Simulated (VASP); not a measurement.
# Si25H10Cl6 in VASP: single point with PBE+D3(BJ)

Aim: the single point of Si25H10Cl6 with PBE+D3(BJ).

Everything below comes from runs of VASP 6.6.1. Logs are shortened: lines on timing, memory, paths and dates and some standing lists are left out, and cuts for length are marked.

## Step 1: The cell of the first run

The cell holds a slab with vacuum, 41 atoms: a = 7.667 Å, b = 7.667 Å, c = 29.937 Å, α = 90.00°, β = 90.00°, γ = 90.00°.

## Step 2: Single point, PBE+D3(BJ)

Contents of INCAR:

```
SYSTEM = Si25H10Cl6
PREC = Accurate
ENCUT = 400
EDIFF = 1E-6
ISMEAR = 0
SIGMA = 0.05
LREAL = Auto
LASPH = .True.
NELM = 120
ALGO = Normal
ISIF = 2
LWAVE = .False.
LCHARG = .False.
LDIPOL = .True.
IDIPOL = 3
DIPOL = 0.5 0.5 0.432
GGA = PE
IVDW = 12
NBANDS = 102
GGA_COMPAT = .False.
NELMDL = -8
```

Contents of KPOINTS:

```
Automatic mesh
0
Gamma
  2 2 1
  0 0 0
```

Contents of POSCAR:

```
Si25H10Cl6
1.0
    7.6671877233      0.0000000000      0.0000000000
    0.0000000000      7.6671877233      0.0000000000
    0.0000000000      0.0000000000     29.9366849274
Si H Cl
25 10 6
Direct
    0.5000000000      0.2500000000      0.2950020822
    0.5000000000      0.7500000000      0.2950020822
    0.0000000000      0.2500000000      0.2950020822
    0.0000000000      0.7500000000      0.2950020822
    0.5000000000      0.5000000000      0.3402769719
    0.5000000000      0.0000000000      0.3402769719
    0.0000000000      0.5000000000      0.3402769719
    0.0000000000      0.0000000000      0.3402769719
    0.7500000000      0.5000000000      0.3855518616
    0.7500000000      0.0000000000      0.3855518616
    0.2500000000      0.5000000000      0.3855518616
    0.2500000000      0.0000000000      0.3855518616
    0.7574237534      0.7501584299      0.4287358095
    0.7574483646      0.2498755475      0.4286984569
    0.2566212965      0.7501280182      0.4327506812
    0.2566374720      0.2499146537      0.4327293170
   -0.0010263485      0.7502607207      0.4765096526
   -0.0010301331      0.2499758864      0.4764630750
    0.5148437288      0.7505999063      0.4762735829
    0.5149062445      0.2496284696      0.4762149737
    0.9151877496      0.0002261065      0.5166725470
    0.9152044194      0.5000805795      0.5164841724
    0.5978675901      0.0001831508      0.5166812949
    0.5982411125      0.5000364596      0.5160188287
    0.3678761746      0.5310757281      0.7002922601
    0.3116107038      0.2503473073      0.2819125093
    0.3116009664      0.7499072635      0.2819094470
    0.8106657630      0.2499223889      0.2830055972
    0.8106520787      0.7499624827      0.2830140108
    0.5910697733      0.2500609282      0.2510747138
    0.5910685543      0.7499605310      0.2510745607
    0.0880815464      0.2501639145      0.2506574313
    0.0880429154      0.7498596315      0.2506510064
    0.5529813319      0.5337339503      0.6858336566
    0.3474236878      0.5389532350      0.7495758013
    1.0045256405      0.0009839595      0.5819208248
    1.0020362029      0.5000767910      0.5818601501
    0.5080788323     -0.0001660956      0.5818544374
    0.5082572642      0.4989861062      0.5811857916
    0.2429211652      0.7431053383      0.6731137336
    0.2557171917      0.3035880788      0.6779208312
```

Potentials or basis: VASP PAW PBE potentials, release 64 (Si, H, Cl).

Launch:

```
$ cat potpaw_PBE.64/Si/POTCAR potpaw_PBE.64/H/POTCAR potpaw_PBE.64/Cl/POTCAR > POTCAR
$ mpirun -np 1 vasp_std > vasp.out
```

OUTCAR:

```text
SYSTEM = Si25H10Cl6
   PREC = Accurate
   ENCUT = 400
   EDIFF = 1E-6
   ISMEAR = 0
   LREAL = Auto
   LASPH = .True.
   NELM = 120
   ISIF = 2
   GGA = PE
   IVDW = 12
   NELMDL = -8
 IVDW          = 12

 ion  position               nearest neighbor table
   1  0.500  0.250  0.295-  30 1.49  26 1.50   5 2.35   6 2.35
   2  0.500  0.750  0.295-  31 1.49  27 1.50   5 2.35   6 2.35
   3  0.000  0.250  0.295-  32 1.49  28 1.50   7 2.35   8 2.35
   4  0.000  0.750  0.295-  33 1.49  29 1.50   7 2.35   8 2.35
   5  0.500  0.500  0.340-   9 2.35  11 2.35   1 2.35   2 2.35
   6  0.500  0.000  0.340-  10 2.35  12 2.35   1 2.35   2 2.35
[... 21 lines left out ...]
  28  0.811  0.250  0.283-   3 1.50
  29  0.811  0.750  0.283-   4 1.50
  30  0.591  0.250  0.251-   1 1.49
  31  0.591  0.750  0.251-   2 1.49
[... 8 lines left out ...]
  40  0.243  0.743  0.673-  25 2.05
  41  0.256  0.304  0.678-  25 2.06

  LATTYP: Found a simple tetragonal cell.
 ALAT       =     7.6671877233
 C/A-ratio  =     3.9045196241

  Lattice vectors:

 A1 = (   7.6671877233,   0.0000000000,   0.0000000000)
 A2 = (   0.0000000000,   7.6671877233,   0.0000000000)
 A3 = (   0.0000000000,   0.0000000000,  29.9366849274)

Analysis of symmetry for initial positions (statically):
=====================================================================
 Subroutine PRICEL returns:
 Original cell was already a primitive cell.

 Routine SETGRP: Setting up the symmetry group for a
 simple tetragonal supercell.

 Subroutine GETGRP returns: Found  1 space group operations
 (whereof  1 operations were pure point group operations)
 out of a pool of 16 trial point group operations.

The static configuration has the point symmetry C_1 .

Analysis of symmetry for dynamics (positions and initial velocities):
=====================================================================
 Subroutine PRICEL returns:
 Original cell was already a primitive cell.

 Routine SETGRP: Setting up the symmetry group for a
 simple tetragonal supercell.

 Subroutine GETGRP returns: Found  1 space group operations
 (whereof  1 operations were pure point group operations)
 out of a pool of 16 trial point group operations.

The dynamic configuration has the point symmetry C_1 .

 Subroutine INISYM returns: Found  1 space group operations
 (whereof  1 operations are pure point group operations),
 and found     1 'primitive' translations

----------------------------------------------------------------------------------------

[... 163 lines left out ...]
   EFERMI =   0.00;   METHOD = LEGACY
   ISMEAR =     0;   SIGMA  =   0.05  broadening in eV -4-tet -1-fermi 0-gaus
   EFERMI_NEDOS =   21; number of points for ismear=-14 and -15
   IALGO  =     38    algorithm
   IMIX   =      4    mixing-type and parameters
     AMIX     =   0.40;   BMIX     =  1.00
     AMIX_MAG =   1.60;   BMIX_MAG =  1.00
  volume/ion in A,a.u.               =      42.92       289.66
  Fermi-wavevector in a.u.,A,eV,Ry     =   0.723654  1.367507  7.125025  0.523675
  Thomas-Fermi vector in A             =   1.813925
   LORBIT       =      0    0 simple, 1 ext, 2 COOP (PROOUT), +10 PAW based schemes
   GGA     = PE    functional components
   LHFCALC =     F    Hartree Fock is set to
   AEXX    =    0.0000 exact exchange contribution
   IVDW    =    12    specifies the selected vdW correction
   LEPSILON=     F    determine dielectric tensor
   LRPA    =     F    only Hartree local field effects (RPA)
 non-spin polarized calculation
 Gauss-broadening in eV      SIGMA  =   0.05
  energy-cutoff  :      400.00
  volume of cell :     1759.85
 maximum number of plane-waves:     32033
   NGX = 25   NGY = 25   NGZ = 97

 dipolmoment           0.000000      0.000000     -0.075450 electrons x Angstroem

 number of electron     151.9999981 magnetization

 dipolmoment           0.000000      0.000000      0.230046 electrons x Angstroem

 Free energy of the ion-electron system (eV)
  ---------------------------------------------------
  ext. energy  EPLUGINS =         0.00000000
  ---------------------------------------------------
  free energy    TOTEN  =      -186.07813235 eV

  energy without entropy =     -186.07813235  energy(sigma->0) =     -186.07813235

 E-fermi :  -1.2734     XC(G=0):  -4.1670

 val. band max:       -1.5257974857   @ k =   0.5000   0.0000   0.0000
 cond. band min:      -0.4689767587   @ k =   0.0000   0.0000   0.0000
 fundamental gap:      1.0568207270
 Fermi energy:        -1.2734274737

 k-point     1 :       0.0000    0.0000    0.0000
  band No.  band energies     occupation
      1     -17.1304      2.00000
      2     -17.0170      2.00000
      3     -16.9178      2.00000
      4     -16.8724      2.00000
      5     -16.7641      2.00000
      6     -16.5232      2.00000
[... 353 lines left out ...]
     87       1.9087      0.00000
     88       1.9095      0.00000
 [bands above 88 left out]

------------------------ aborting loop because EDIFF is reached ----------------------------------------

 vacuum level on the upper side and lower side of the slab       (xc-potential included)         0.241        -0.462

 Edisp (eV)   -7.28167

 E8    (eV) :    -2.9578

  FORCE on cell =-STRESS in cart. coord.  units (eV):
  Direction    XX          YY          ZZ          XY          YZ          ZX
  --------------------------------------------------------------------------------------
  -------------------------------------------------------------------------------------
  Total       3.40968     2.01578    -3.16023    -0.02092    -0.05290     3.97245
  in kB       3.10419     1.83518    -2.87709    -0.01905    -0.04816     3.61653
  external pressure =        0.69 kB  Pullay stress =        0.00 kB

 VOLUME and BASIS-vectors are now :
 -----------------------------------------------------------------------------
  energy-cutoff  :      400.00
  volume of cell :     1759.85
      direct lattice vectors                 reciprocal lattice vectors
     7.667187723  0.000000000  0.000000000     0.130425918  0.000000000  0.000000000
     0.000000000  7.667187723  0.000000000     0.000000000  0.130425918  0.000000000
     0.000000000  0.000000000 29.936684927     0.000000000  0.000000000  0.033403832

 POSITION                                       TOTAL-FORCE (eV/Angst)
 -----------------------------------------------------------------------------------
      3.83359      1.91680      8.83138        -0.782030      0.002725      0.250959
      3.83359      5.75039      8.83138        -0.783456     -0.000532      0.250213
      0.00000      1.91680      8.83138        -0.644460     -0.001281      0.281542
      0.00000      5.75039      8.83138        -0.644573      0.000364      0.280789
      3.83359      3.83359     10.18676         0.740154      0.001264     -0.189311
      3.83359      0.00000     10.18676         0.736334     -0.000320     -0.191827
[... 33 lines left out ...]
      1.86252      5.69753     20.15079         0.026729     -0.042426      0.019312
      1.96063      2.32767     20.29470         0.026537      0.056227      0.021235
 -----------------------------------------------------------------------------------
    total drift:                               -0.000994      0.000787     -0.002482

  FREE ENERGIE OF THE ION-ELECTRON SYSTEM (eV)
  ---------------------------------------------------
  free  energy   TOTEN  =      -193.3598066864 eV

  energy  without entropy=     -193.3598066864  energy(sigma->0) =     -193.35980669

 vacuum level on the upper side and lower side of the slab         3.959         3.249
```

Wall time 44 min (1 thread of Intel Xeon 8259CL, shared host); peak memory 1 GiB.

What came out:

* Free energy: -193.3598 eV
* Largest force: 0.822 eV/Å
* Band gap on the k mesh: 1.06 eV (least direct gap 1.23 eV)
* Dispersion energy per atom: -0.178 eV

Forces in eV/Å, atoms in the order of the input:
```
Si  -0.782  0.003  0.251
Si  -0.783 -0.001  0.250
Si  -0.644 -0.001  0.282
Si  -0.645  0.000  0.281
Si   0.740  0.001 -0.189
Si   0.736  0.000 -0.192
Si   0.634  0.001 -0.208
Si   0.637 -0.001 -0.211
Si   0.023  0.006 -0.538
Si   0.029 -0.002 -0.564
Si   0.037  0.002  0.419
Si   0.031 -0.001  0.404
Si  -0.002 -0.002 -0.002
Si  -0.001  0.000 -0.001
Si   0.000  0.000  0.000
Si   0.000  0.000  0.000
Si  -0.004  0.001 -0.001
Si  -0.005 -0.001 -0.001
Si   0.009  0.000 -0.003
Si   0.006  0.000  0.000
Si   0.016  0.000  0.038
Si   0.011  0.000  0.042
Si  -0.016 -0.002  0.036
Si  -0.016  0.001  0.034
Si  -0.033 -0.014 -0.025
H   -0.002 -0.002  0.000
H   -0.001  0.000  0.000
H   -0.001  0.001  0.000
H   -0.001  0.000  0.000
H    0.000  0.000  0.009
H    0.000  0.000  0.009
H   -0.001 -0.001  0.009
H   -0.001  0.000  0.010
H   -0.022  0.003  0.003
H   -0.001 -0.006 -0.019
Cl  -0.015  0.000 -0.040
Cl  -0.012  0.000 -0.045
Cl   0.015  0.001 -0.040
Cl   0.012 -0.001 -0.041
Cl   0.027 -0.042  0.019
Cl   0.027  0.056  0.021
```
